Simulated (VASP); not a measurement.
Write the native input for VASP 6.6.1 that does the following.

```yaml
Task: single point
Functional: PBE
Potentials_or_basis: VASP PAW PBE potentials, release 64 (Cd, S)
Cutoff: 500 eV
k_mesh: 8 × 8 × 8
Occupations: fermi-dirac, width 0.05 eV
Spin: no spin polarisation
Dipole_correction: no
Further_INCAR_settings: ALGO = Normal; EDIFF = 1e-06; NBANDS = 16
```

The structure of CdS lies in POSCAR:

```
CdS
1.0
    0.0000000000      2.7894750496      2.7894750496
    2.7894750496      0.0000000000      2.7894750496
    2.7894750496      2.7894750496      0.0000000000
Cd S
1 1
Direct
    0.0000000000      0.0000000000      0.0000000000
    0.5000000000      0.5000000000      0.5000000000
```

The input as run:

INCAR

```
PREC = Accurate
ENCUT = 500
EDIFF = 1E-6
ISMEAR = -1
SIGMA = 0.05
LREAL = False
LASPH = True
NELM = 120
ALGO = Normal
ISIF = 2
LWAVE = False
LCHARG = False
GGA = PE
NBANDS = 16
GGA_COMPAT = False
```

KPOINTS

```
regular mesh
0
Gamma
  8 8 8
```

Potentials or basis: VASP PAW PBE potentials, release 64 (Cd, S).

Run with:

```sh
$ cat potpaw_PBE.64/Cd/POTCAR potpaw_PBE.64/S/POTCAR > POTCAR
$ mpirun -np 1 vasp_std > vasp.out
```

It gave:

```json
{
  "Pressure": "-2.7 GPa",
  "Band gap on the k mesh": "0.25 eV (least direct gap 1.29 eV)"
}
```

Run time: 10 s on 1 thread of Intel(R) Xeon(R) 6975P-C (Granite Rapids), on a shared host, peak memory 0.17 GiB.
